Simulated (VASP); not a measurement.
Write the native input for VASP 6.6.1 that does the following.

```yaml
Task: single point
Functional: r2SCAN
Potentials_or_basis: VASP PAW PBE potentials, release 64 (Li_sv, H)
Cutoff: 520 eV
k_mesh: 10 × 10 × 10
Occupations: gaussian, width 0.05 eV
Spin: no spin polarisation
Dipole_correction: no
Further_INCAR_settings: ALGO = Normal; EDIFF = 1e-06; NBANDS = 9
```

LiH:

```
CELL_PARAMETERS angstrom
0.00000 2.01218 2.03250
2.03250 0.00000 2.03250
2.03250 2.01218 0.00000
ATOMIC_POSITIONS crystal
Li 0.00000 0.00000 0.00000
H 0.50000 0.50000 0.50000
```

This cell differs from its parent crystal: strain -0.0100 x Voigt [0, 1, 0, 0, 0, 0].

These files were run (other wordings do the same):

POSCAR

```
LiH
1.0
    0.0000000000      2.0121750000      2.0325000000
    2.0325000000      0.0000000000      2.0325000000
    2.0325000000      2.0121750000      0.0000000000
Li H
1 1
Direct
    0.0000000000      0.0000000000      0.0000000000
    0.5000000000      0.5000000000      0.5000000000
```

INCAR.step1

```
SYSTEM = LiH
PREC     = Accurate       ! precision mode
ENCUT    = 520            ! plane-wave cutoff, eV
ISMEAR   = 0              ! smearing method
SIGMA    = 0.05           ! smearing width, eV
LREAL    = .False.        ! projectors in reciprocal space
LASPH    = .True.         ! aspherical terms in the spheres
NELM     = 100            ! most SCF steps
NBANDS   = 9              ! bands
GGA      = PE             ! functional
ALGO     = Normal         ! electronic algorithm
EDIFF    = 1E-4           ! SCF threshold, eV
LWAVE    = .True.         ! write WAVECAR
LCHARG   = .False.        ! write CHGCAR
```

INCAR.step2

```
SYSTEM = LiH
PREC     = Accurate       ! precision mode
ENCUT    = 520            ! plane-wave cutoff, eV
EDIFF    = 1E-6           ! SCF threshold, eV
ISMEAR   = 0              ! smearing method
SIGMA    = 0.05           ! smearing width, eV
LREAL    = .False.        ! projectors in reciprocal space
LASPH    = .True.         ! aspherical terms in the spheres
NELM     = 100            ! most SCF steps
ALGO     = Normal         ! electronic algorithm
ISIF     = 2              ! what is computed and relaxed
LWAVE    = .False.        ! write WAVECAR
LCHARG   = .False.        ! write CHGCAR
METAGGA  = R2SCAN         ! meta-GGA
LMIXTAU  = .True.       
NBANDS   = 9              ! bands
ISTART   = 1
```

KPOINTS

```
Automatic mesh
0
Gamma
  10 10 10
  0 0 0
```

Potentials or basis: VASP PAW PBE potentials, release 64 (Li_sv, H).

Launch:

```bash
$ cat potpaw_PBE.64/Li_sv/POTCAR potpaw_PBE.64/H/POTCAR > POTCAR
$ cp INCAR.step1 INCAR
$ mpirun -np 1 vasp_std > vasp.out
$ cp INCAR.step2 INCAR
$ mpirun -np 1 vasp_std > vasp.out
```

It gave:

```
Band gap on the k mesh : 3.50 eV (least direct gap 3.58 eV)
```

Caveat: the cell differs from its parent crystal (strain -0.0100 x Voigt [0, 1, 0, 0, 0, 0]).

Run time: 94 s on 1 thread of Intel Xeon 8259CL, with other jobs on the host, peak memory 0.14 GiB.
